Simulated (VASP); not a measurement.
Here is a VASP 6.6.1 calculation.

The input POSCAR:

```
Te
1.0
    5.7714520104      0.0000000000      0.0000000000
   -2.8857260052      4.9982240577      0.0000000000
    0.0000000000      0.0000000000      3.0888576630
Te
3
Direct
    1.0000000000      1.0000000000      0.0000000000
    0.3333333333      0.6666666667      0.5000000000
    0.6666666667      0.3333333333      0.5000000000
```

INCAR.step1

```
PREC = Accurate
ENCUT = 520
ISMEAR = -1
SIGMA = 0.1
LREAL = False
LASPH = True
NELM = 80
NBANDS = 16
GGA = PE
ALGO = Normal
EDIFF = 1E-4
LWAVE = True
LCHARG = False
```

INCAR.step2

```
PREC = Accurate
ENCUT = 520
EDIFF = 1E-6
ISMEAR = -1
SIGMA = 0.1
LREAL = False
LASPH = True
NELM = 80
ALGO = Normal
ISIF = 2
LWAVE = False
LCHARG = False
METAGGA = R2SCAN
LMIXTAU = True
NBANDS = 16
ISTART = 1
```

File KPOINTS:

```
regular mesh
0
Gamma
  9 9 13
```

Potentials or basis: VASP PAW PBE potentials, release 64 (Te).

The run is started by

```sh
$ cat potpaw_PBE.64/Te/POTCAR > POTCAR
$ cp INCAR.step1 INCAR
$ mpirun -np 1 vasp_std > vasp.out
$ cp INCAR.step2 INCAR
$ mpirun -np 1 vasp_std > vasp.out
```

Task: Predict the band gap on the k mesh.

Result: Zero (bands 9 and 10 overlap by 4.06 eV).

Task: What does it give for the pressure?

Result: -0.3 GPa.

Stress tensor (GPa, compression positive):
```
-0.69  0.00  0.00
 0.00 -0.69  0.00
 0.00  0.00  0.63
```

Caveat: the PAW data sets were made with another functional, which shifts forces and pressure a little; spin-orbit coupling is left out, which moves the levels of the heavy elements.
